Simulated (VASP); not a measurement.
Wanted: the native input for a VASP 6.6.1 run.

```
Task                   : single point
Functional             : PBE
Potentials or basis    : VASP PAW PBE potentials, release 64 (Be, In_d, N)
Cutoff                 : 520 eV
k mesh                 : 6 × 6 × 4
Occupations            : gaussian, width 0.1 eV
Spin                   : no spin polarisation
Dipole correction      : no
Further INCAR settings : ALGO = Normal; EDIFF = 1e-07; NBANDS = 22
```

The structure of Be4InN lies in POSCAR:

```
Be4InN
1.0
    3.3363331000      0.0000000000      0.0000000000
    0.0000000000      3.3363331000      0.0000000000
    0.0000000000      0.0000000000      5.5494403300
Be In N
4 1 1
Direct
    0.5000000000      0.0000000000      0.6975501200
    0.0000000000      0.5000000000      0.3024498800
    0.5000000000      0.0000000000      0.3024498800
    0.0000000000      0.5000000000      0.6975501200
    0.0000000000      0.0000000000      0.0000000000
    0.5000000000      0.5000000000      0.5000000000
```

The cell was generated, and may not be a known phase.

One way to write it, as run:

INCAR

```
SYSTEM = Be4InN
PREC     = Accurate       ! precision mode
ENCUT    = 520            ! plane-wave cutoff, eV
EDIFF    = 1E-7           ! SCF threshold, eV
ISMEAR   = 0              ! smearing method
SIGMA    = 0.1            ! smearing width, eV
LREAL    = .False.        ! projectors in reciprocal space
LASPH    = .True.         ! aspherical terms in the spheres
NELM     = 80             ! most SCF steps
ALGO     = Normal         ! electronic algorithm
ISIF     = 2              ! what is computed and relaxed
LWAVE    = .False.        ! write WAVECAR
LCHARG   = .True.         ! write CHGCAR
GGA      = PE             ! functional
LELF     = .True.         ! ELF
LVHAR    = .True.       
NBANDS   = 22             ! bands
```

KPOINTS

```
regular mesh
0
Gamma
  6 6 4
  0 0 0
```

Potentials or basis: VASP PAW PBE potentials, release 64 (Be, In_d, N).

Run with:

```sh
$ cat potpaw_PBE.64/Be/POTCAR potpaw_PBE.64/In_d/POTCAR potpaw_PBE.64/N/POTCAR > POTCAR
$ mpirun -np 1 vasp_std > vasp.out
```

Results of the run:

The pressure is 6.5 GPa and the largest force is 0.828 eV/Å. The band gap on the k mesh is zero (bands 13 and 14 overlap by 1.80 eV).

Caveat: the stress differs along the axes, from 2 to 16 GPa; spin-orbit coupling is left out, which moves the levels of the heavy elements.

Wall time 80 s on 1 thread of Intel Xeon 8259CL, on a shared host, peak memory 0.2 GiB.
